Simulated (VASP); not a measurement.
# CdSe (I-4m2) in VASP: further runs

CdSe is run at these levels: LDA; tasks: electric field gradients.

All numbers are computed with VASP 6.6.1; they aren't measurements. Logs are shortened: lines on timing, memory, paths and dates and some standing lists are left out, and cuts for length are marked.

### 1 The cell of the first run

Symmetry: I-4m2, No. 119, tetragonal system. Conventional cell: a = 4.342 Å, b = 4.342 Å, c = 6.018 Å, α = 90.00°, β = 90.00°, γ = 90.00°. Cd (site symmetry -4m2) has 4 Se at 2.64 Å within 3.5 Å. Within 3.5 Å of Se (site symmetry -4m2) lie 4 Cd at 2.64 Å.

### 2 Electric field gradients, LDA (zz strain of -2 %)

INCAR reads:

```
PREC = Accurate
ENCUT = 520
EDIFF = 1E-8
ISMEAR = -1
SIGMA = 0.03
LREAL = F
LASPH = T
NELM = 80
ALGO = Normal
ISIF = 2
LWAVE = F
LCHARG = F
LEFG = T
NBANDS = 16
```

KPOINTS reads:

```
regular mesh
0
Gamma
  8 8 8
```

POSCAR reads:

```
CdSe
1.0
    0.0000000000      3.0702711986      3.0088657746
    3.0702711986      0.0000000000      3.0088657746
    3.0702711986      3.0702711986      0.0000000000
Cd Se
1 1
Direct
    0.0000000000      0.0000000000      0.0000000000
    0.2500000000      0.2500000000      0.2500000000
```

Potentials or basis: VASP PAW LDA potentials, release 64 (Cd, Se).

Started as:

```console
cat potpaw_LDA.64/Cd/POTCAR potpaw_LDA.64/Se/POTCAR > POTCAR
mpirun -np 1 vasp_std > vasp.out
```

OUTCAR:

```text
PREC = Accurate
   ENCUT = 520
   EDIFF = 1E-8
   ISMEAR = -1
   LREAL = F
   LASPH = T
   NELM = 80
   ISIF = 2

 ion  position               nearest neighbor table
   1  0.000  0.000  0.000-   2 2.64   2 2.64   2 2.64   2 2.64
   2  0.250  0.250  0.250-   1 2.64   1 2.64   1 2.64   1 2.64

  LATTYP: Found a body centered tetragonal cell.
 ALAT       =     4.3420191692
 C/A-ratio  =     1.3859292911

  Lattice vectors:

 A1 = (   0.0000000000,  -3.0702711986,  -3.0088657746)
 A2 = (   0.0000000000,   3.0702711986,  -3.0088657746)
 A3 = (   3.0702711986,   0.0000000000,   3.0088657746)

Analysis of symmetry for initial positions (statically):
=====================================================================
 Subroutine PRICEL returns:
 Original cell was already a primitive cell.

 Routine SETGRP: Setting up the symmetry group for a
 body centered tetragonal supercell.

 Subroutine GETGRP returns: Found  8 space group operations
 (whereof  8 operations were pure point group operations)
 out of a pool of 16 trial point group operations.

The static configuration has the point symmetry D_2d.

Analysis of symmetry for dynamics (positions and initial velocities):
=====================================================================
 Subroutine PRICEL returns:
 Original cell was already a primitive cell.

 Routine SETGRP: Setting up the symmetry group for a
 body centered tetragonal supercell.

 Subroutine GETGRP returns: Found  8 space group operations
 (whereof  8 operations were pure point group operations)
 out of a pool of 16 trial point group operations.

The dynamic configuration has the point symmetry D_2d.

 Subroutine INISYM returns: Found  8 space group operations
 (whereof  8 operations are pure point group operations),
 and found     1 'primitive' translations

----------------------------------------------------------------------------------------

                                     Primitive cell

  volume of cell :      56.7265

  direct lattice vectors                    reciprocal lattice vectors
     0.000000000  3.070271199  3.008865775    -0.162852063  0.162852063  0.166175575
     3.070271199  0.000000000  3.008865775     0.162852063 -0.162852063  0.166175575
     3.070271199  3.070271199  0.000000000     0.162852063  0.162852063 -0.166175575

  length of vectors
     4.298818266  4.298818266  4.342019169     0.283999843  0.283999843  0.283999843

  position of ions in fractional coordinates (direct lattice)
     0.000000000  0.000000000  0.000000000
     0.250000000  0.250000000  0.250000000

  ion indices of the primitive-cell ions
   primitive index   ion index
                 1           1
                 2           2

----------------------------------------------------------------------------------------

 KPOINTS: regular mesh

Automatic generation of k-mesh.
 Grid dimensions read from file:
 generate k-points for:    8    8    8

 Generating k-lattice:

  Cartesian coordinates                     Fractional coordinates (reciprocal lattice)
    -0.020356508  0.020356508  0.020771947     0.125000000  0.000000000  0.000000000
     0.020356508 -0.020356508  0.020771947     0.000000000  0.125000000  0.000000000
     0.020356508  0.020356508 -0.020771947     0.000000000  0.000000000  0.125000000

  Length of vectors
     0.035499980  0.035499980  0.035499980

  Shift w.r.t. Gamma in fractional coordinates (k-lattice)
     0.000000000  0.000000000  0.000000000

 Subroutine IBZKPT returns following result:
 ===========================================

 Found     59 irreducible k-points:

 Following reciprocal coordinates:
            Coordinates               Weight
  0.000000  0.000000  0.000000      1.000000
  0.125000  0.000000  0.000000      8.000000
  0.250000  0.000000  0.000000      8.000000
  0.375000  0.000000  0.000000      8.000000
  0.500000  0.000000  0.000000      4.000000
  0.125000  0.125000  0.000000      2.000000
[... 16 lines left out ...]
  0.250000  0.000000  0.125000     16.000000
  0.375000  0.000000  0.125000     16.000000
 [... further k-points ...]
   k-points           NKPTS =     59   k-points in BZ     NKDIM =     59   number of bands    NBANDS=     16
   number of dos      NEDOS =    301   number of ions     NIONS =      2
   total plane-waves  NPLWV =  32768
   dimension x,y,z NGX =    32 NGY =   32 NGZ =   32
   dimension x,y,z NGXF=    64 NGYF=   64 NGZF=   64
   ions per type =               1   1
   NGX,Y,Z   is equivalent  to a cutoff of  12.38, 12.38, 12.25 a.u.
   NGXF,Y,Z  is equivalent  to a cutoff of  24.75, 24.75, 24.50 a.u.
 SYSTEM =  unknown system
   PREC   = accura    normal or accurate (medium, high low for compatibility)
   ISTART =      0    job   : 0-new  1-cont  2-samecut
   ICHARG =      2    charge: 1-file 2-atom 10-const
   ISPIN  =      1    spin polarized calculation?
   LNONCOLLINEAR =      F non collinear calculations
   LSORBIT =      F    spin-orbit coupling
   LASPH  =      T    aspherical Exc in radial PAW
   ENCUT  =  520.0 eV  38.22 Ry    6.18 a.u.   7.99  7.99  8.07*2*pi/ulx,y,z
   NELM   =     80;   NELMIN=  2; NELMDL= -5     # of ELM steps
   EDIFF  = 0.1E-07   stopping-criterion for ELM
   LREAL  =      F    real-space projection
   EDIFFG = 0.1E-06   stopping-criterion for IOM
   NSW    =      0    number of steps for IOM
   IBRION =     -1    ionic relax: 0-MD 1-quasi-New 2-CG
   NFREE  =      0    steps in history (QN), initial steepest desc. (CG)
   ISIF   =      2    stress and relaxation
   ISYM   =      2    0-nonsym 1-usesym 2-fastsym
   POTIM  = 0.5000    time-step for ionic-motion
   TEBEG  =    0.0;   TEEND  =   0.0 temperature during run
   PSTRESS=    0.0 pullay stress
   NELECT =      18.0000    total number of electrons
   NUPDOWN=      -1.0000    fix difference up-down
   EMIN   =  10.00;   EMAX   =-10.00  energy-range for DOS
   EFERMI =   0.00;   METHOD = LEGACY
   ISMEAR =    -1;   SIGMA  =   0.03  broadening in eV -4-tet -1-fermi 0-gaus
   EFERMI_NEDOS =   21; number of points for ismear=-14 and -15
   IALGO  =     38    algorithm
   IMIX   =      4    mixing-type and parameters
     AMIX     =   0.40;   BMIX     =  1.00
     AMIX_MAG =   1.60;   BMIX_MAG =  1.00
  volume/ion in A,a.u.               =      28.36       191.40
  Fermi-wavevector in a.u.,A,eV,Ry     =   1.116615  2.110097 16.964148  1.246830
  Thomas-Fermi vector in A             =   2.253231
   LORBIT       =      0    0 simple, 1 ext, 2 COOP (PROOUT), +10 PAW based schemes
   GGA     = CA    functional components
   LHFCALC =     F    Hartree Fock is set to
   AEXX    =    0.0000 exact exchange contribution
   IVDW    =     0    specifies the selected vdW correction
   LEPSILON=     F    determine dielectric tensor
   LRPA    =     F    only Hartree local field effects (RPA)
 non-spin polarized calculation
  energy-cutoff  :      520.00
  volume of cell :       56.73
 maximum number of plane-waves:      1564
   NGX = 15   NGY = 15   NGZ = 17

 number of electron      18.0000001 magnetization

 Free energy of the ion-electron system (eV)
  ---------------------------------------------------
  ext. energy  EPLUGINS =         0.00000000
  ---------------------------------------------------
  free energy    TOTEN  =        -6.74819251 eV

  energy without entropy =       -6.74818150  energy(sigma->0) =       -6.74818700

 E-fermi :   0.9404     XC(G=0):  -9.2539

 val. band max:        0.7839324105   @ k =   0.0000   0.0000   0.0000
 cond. band min:       1.0877951742   @ k =   0.0000   0.0000   0.0000
 fundamental gap:      0.3038627637
 Fermi energy:         0.9403748957

 k-point     1 :       0.0000    0.0000    0.0000
  band No.  band energies     occupation
      1     -11.8555      2.00000
      2      -7.1814      2.00000
      3      -7.1814      2.00000
      4      -7.1731      2.00000
      5      -6.8118      2.00000
      6      -6.8055      2.00000
[... 8 lines left out ...]
     15      11.6607      0.00000
     16      11.9486      0.00000

 k-point     2 :       0.1250    0.0000    0.0000
  band No.  band energies     occupation
      1     -11.8019      2.00000
      2      -7.1645      2.00000
      3      -7.1593      2.00000
      4      -7.1319      2.00000
      5      -6.8122      2.00000
      6      -6.8070      2.00000
[... 8 lines left out ...]
     15      10.9063      0.00000
     16      11.1076      0.00000

 k-point     3 :       0.2500    0.0000    0.0000
  band No.  band energies     occupation
      1     -11.6708      2.00000
      2      -7.1280      2.00000
      3      -7.1213      2.00000
      4      -6.9738      2.00000
      5      -6.8075      2.00000
      6      -6.8058      2.00000
[... 8 lines left out ...]
     15      10.6860      0.00000
     16      10.8249      0.00000

 k-point     4 :       0.3750    0.0000    0.0000
  band No.  band energies     occupation
      1     -11.5379      2.00000
      2      -7.0996      2.00000
      3      -7.0910      2.00000
      4      -6.7967      2.00000
      5      -6.7926      2.00000
      6      -6.7014      2.00000
[... 8 lines left out ...]
     15      11.5832      0.00000
     16      11.6206      0.00000

 k-point     5 :       0.5000    0.0000    0.0000
  band No.  band energies     occupation
      1     -11.4826      2.00000
      2      -7.0908      2.00000
      3      -7.0812      2.00000
      4      -6.7887      2.00000
      5      -6.7828      2.00000
      6      -6.5235      2.00000
[... 8 lines left out ...]
     15      12.7018      0.00000
     16      12.8399      0.00000

 k-point     6 :       0.1250    0.1250    0.0000
  band No.  band energies     occupation
      1     -11.7827      2.00000
      2      -7.1480      2.00000
      3      -7.1480      2.00000
      4      -7.1337      2.00000
      5      -6.8163      2.00000
      6      -6.8027      2.00000
[... 8 lines left out ...]
     15      11.5150      0.00000
     16      11.8034      0.00000
[... 267 lines left out ...]
 k-point    21 :       0.5000    0.5000    0.0000
  band No.  band energies     occupation
      1     -11.3590      2.00000
      2      -6.9987      2.00000
      3      -6.9210      2.00000
      4      -6.9210      2.00000
      5      -6.7490      2.00000
      6      -6.4415      2.00000
[... 8 lines left out ...]
     15      13.0922      0.00000
     16      13.9082      0.00000

 k-point    22 :       0.1250    0.0000    0.1250
  band No.  band energies     occupation
      1     -11.7848      2.00000
      2      -7.1483      2.00000
      3      -7.1411      2.00000
      4      -7.1395      2.00000
      5      -6.8221      2.00000
      6      -6.7988      2.00000
[... 8 lines left out ...]
     15      11.4119      0.00000
     16      11.9978      0.00000

 k-point    23 :       0.2500    0.0000    0.1250
  band No.  band energies     occupation
      1     -11.6802      2.00000
      2      -7.1221      2.00000
      3      -7.1035      2.00000
      4      -7.0244      2.00000
      5      -6.8246      2.00000
      6      -6.7915      2.00000
[... 8 lines left out ...]
     15      11.6766      0.00000
     16      12.0389      0.00000

 k-point    24 :       0.3750    0.0000    0.1250
  band No.  band energies     occupation
      1     -11.5481      2.00000
      2      -7.0939      2.00000
      3      -7.0695      2.00000
      4      -6.8560      2.00000
      5      -6.7848      2.00000
      6      -6.7393      2.00000
[... 8 lines left out ...]
     15      11.5888      0.00000
     16      12.2255      0.00000

 [... further k-points ...]
[... 5 lines left out ...]
  --------------------------------------------------------------------------------------
  -------------------------------------------------------------------------------------
  Total       -0.7453307     -0.7453307     -0.6033542      0.0000000     -0.0000000      0.0000000
  in kB      -21.0510266    -21.0510266    -17.0410602      0.0000000     -0.0000000      0.0000000
  external PRESSURE =     -19.7143711 kB  Pullay stress =       0.0000000 kB

 VOLUME and BASIS-vectors are now :
 -----------------------------------------------------------------------------
  energy-cutoff  :      520.00
  volume of cell :       56.73
      direct lattice vectors                 reciprocal lattice vectors
     0.000000000  3.070271199  3.008865775    -0.162852063  0.162852063  0.166175575
     3.070271199  0.000000000  3.008865775     0.162852063 -0.162852063  0.166175575
     3.070271199  3.070271199  0.000000000     0.162852063  0.162852063 -0.166175575

 POSITION                                       TOTAL-FORCE (eV/Angst)
 -----------------------------------------------------------------------------------
      0.00000      0.00000      0.00000         0.000000      0.000000     -0.000000
      1.53514      1.53514      1.50443        -0.000000     -0.000000      0.000000
 -----------------------------------------------------------------------------------
    total drift:                               -0.000000     -0.000000      0.000000

  FREE ENERGIE OF THE ION-ELECTRON SYSTEM (eV)
  ---------------------------------------------------
  free  energy   TOTEN  =        -6.7481925051 eV

  energy  without entropy=       -6.7481815002  energy(sigma->0) =       -6.74818700

 Electric field gradients (V/A^2)
---------------------------------------------------------------------
 ion       V_xx      V_yy      V_zz      V_xy      V_xz      V_yz
---------------------------------------------------------------------
   1      -3.038    -3.038     6.075    -0.001    -0.002    -0.002
   2       3.887     3.887    -7.774    -0.000    -0.000    -0.000
---------------------------------------------------------------------

 Electric field gradients after diagonalization (V/A^2)
 (convention: |V_zz| > |V_xx| > |V_yy|)
----------------------------------------------------------------------
 ion       V_xx      V_yy      V_zz     asymmetry (V_yy - V_xx)/ V_zz
----------------------------------------------------------------------
   1      -3.039    -3.036     6.075       0.000
   2       3.887     3.887    -7.774       0.000
----------------------------------------------------------------------

           NMR quadrupolar parameters

 Cq : quadrupolar parameter    Cq=e*Q*V_zz/h
 eta: asymmetry parameters     (V_yy - V_xx)/ V_zz
 Q  : nuclear electric quadrupole moment in mb (millibarn)
----------------------------------------------------------------------
 ion       Cq(MHz)       eta       Q (mb)
----------------------------------------------------------------------
   1       0.015       0.000       1.000
   2      -0.019       0.000       1.000
----------------------------------------------------------------------
```

Wall time 24 s (1 thread of Intel Xeon 6975P-C (Granite Rapids), shared host); peak memory 0.19 GiB.

Results:

| Quantity | Value |
| --- | --- |
| Free energy | -6.7482 eV |
| Pressure | -2.0 GPa |
| Band gap on the k mesh | 0.30 eV, direct |

Stress tensor (GPa, compression positive):
```
-2.11  0.00  0.00
 0.00 -2.11  0.00
 0.00  0.00 -1.70
```

Electric field gradients, principal values (V/Å²):
```tsv
atom	least	middle	greatest (by size)
1 Cd	-3.036	-3.039	6.075
2 Se	3.887	3.887	-7.774
```

Caveat: the cell differs from its parent crystal (zz strain of -2 %); without QUAD_EFG the Cq values of the log hold for a quadrupole moment of 1 mb, not for the nuclei.

(Continued in part 2 of 2.)
